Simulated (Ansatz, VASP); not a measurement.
One calculation of KF, two programs

INCAR

```
PREC = Accurate ; ENCUT = 520
EDIFF = 1E-6 ; ISMEAR = -1
SIGMA = 0.03 ; LREAL = False
LASPH = True ; NELM = 80
ALGO = Normal ; ISIF = 2
LWAVE = False ; LCHARG = False
GGA = PS ; NBANDS = 15
```

Contents of KPOINTS:

```
regular mesh
0
Gamma
  8 8 8
```

File POSCAR:

```
KF
1.0
    0.0000000000      2.6718500000      2.6718500000
    2.6718500000      0.0000000000      2.6718500000
    2.6718500000      2.6718500000      0.0000000000
K F
1 1
Direct
   -0.0600000000     -0.0600000000      0.0600000000
    0.5600000000      0.5600000000      0.4400000000
```

Input for Ansatz:

```yaml
crystal:
  lattice:
    - [0.0, 2.67185, 2.67185]
    - [2.67185, 0.0, 2.67185]
    - [2.67185, 2.67185, 0.0]
  atoms:
    - { symbol: K, position: [-0.06, -0.06, 0.06] }
    - { symbol: F, position: [0.56, 0.56, 0.44] }
kpoints:
  mp_grid: { grid: [8, 8, 8] }
scf:
  occupations: { method: fermi_dirac, width: 0.03 }
hamiltonian:
  xc: pbesol
  pseudopotentials: { kind: all_electron, lapw: { basis_error: 0.001 } }
output:
  forces: true
  stress: true
  eigenvalues: true
  populations: true
```

Change from the starting cell: shortest bond scaled by 0.76, LAPW.

Alike in both runs: task single point; functional PBEsol; k mesh 8 × 8 × 8; occupations fermi-dirac, width 0.03 eV; no spin polarisation.

```csv
,VASP,Ansatz
version,VASP 6.6.1,Ansatz 0.2.0
potentials or method,"VASP PAW PBE potentials, release 64 (K_sv, F), cutoff 520 eV","all-electron LAPW, scalar-relativistic"
```

|  | VASP | Ansatz | Ansatz less VASP |
| --- | --- | --- | --- |
| gap on the k mesh at the Fermi level (eV) | 5.73 | 5.75 | +0.012 |
| pressure (GPa) | 8.8 | 8.3 | -0.49 |
| traceless stress, the component that is largest in VASP (GPa) | 19.66 | 18.65 | -1.006 |
| rms of the force components (eV/Å) | 2.038 | 1.931 | -0.1068 |

VASP's potentials were made for PBE, not for PBEsol. Atom by atom the forces differ by 0.107 eV/Å (rms over components). Ansatz ran all-electron here, and VASP with PAW potentials.
